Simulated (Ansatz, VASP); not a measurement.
# One calculation of ZnSe, two programs

POSCAR

```
ZnSe
1.0
    0.0000000000      2.6579652406      2.6579652406
    2.6579652406      0.0000000000      2.6579652406
    2.6579652406      2.6579652406      0.0000000000
Se Zn
1 1
Direct
    0.0000000000      0.0000000000      0.0000000000
    0.5000000000      0.5000000000      0.5000000000
```

File INCAR.step1:

```
SYSTEM = ZnSe
ALGO = Normal
EDIFF = 1E-4
ENCUT = 520
GGA = PE
ISMEAR = 0
LASPH = .TRUE.
LCHARG = .FALSE.
LREAL = .FALSE.
LWAVE = .TRUE.
NBANDS = 16
NELM = 80
PREC = Accurate
SIGMA = 0.05
```

INCAR.step2

```
SYSTEM = ZnSe
ALGO = Normal
EDIFF = 1E-6
ENCUT = 520
ISIF = 2
ISMEAR = 0
ISTART = 1
LASPH = .TRUE.
LCHARG = .FALSE.
LMIXTAU = .TRUE.
LREAL = .FALSE.
LWAVE = .FALSE.
METAGGA = R2SCAN
NBANDS = 16
NELM = 80
PREC = Accurate
SIGMA = 0.05
```

File KPOINTS:

```
k-points
0
G
  12 12 12
  0 0 0
```

Input for Ansatz:

```yaml
crystal:
  lattice:
    - [0.0, 2.6579652406, 2.6579652406]
    - [2.6579652406, 0.0, 2.6579652406]
    - [2.6579652406, 2.6579652406, 0.0]
  atoms:
    - { symbol: Se, position: [0.0, 0.0, 0.0] }
    - { symbol: Zn, position: [0.5, 0.5, 0.5] }
basis:
  ecutwfc: 500
  ecutrho_ratio: 4
kpoints:
  mp_grid: { grid: [12, 12, 12] }
hamiltonian:
  xc: r2scan
scf:
  occupations: { method: gaussian, width: 0.05 }
output:
  forces: true
  stress: true
  eigenvalues: true
```

Alike in both runs: task single point; functional r2SCAN; k mesh 12 × 12 × 12; occupations gaussian, width 0.05 eV; no spin polarisation.

|  | VASP | Ansatz |
| --- | --- | --- |
| version | VASP 6.6.1 | Ansatz 0.2.0 |
| potentials or method | VASP PAW PBE potentials, release 64 (Se, Zn), cutoff 520 eV | scalar-relativistic, plane waves, PAW |
| valence electrons in the cell | 18 | 28 |

Ansatz gave:

* gap on the k mesh at the Fermi level (eV): none
* pressure (GPa): 0.0

Task: What did VASP give for the same quantities?

Result: gap on the k mesh at the Fermi level (eV): none; pressure (GPa): 0.2.

VASP's potentials were made for PBE, not for r2SCAN. A gap of «none» marks a metal or a gap that the smearing closes. The functional is the same, so the differences come from potentials, cutoffs and numerics. VASP's potentials hold 18 valence electrons a cell and Ansatz's 28, so a difference there can come from the potentials and not from the codes.
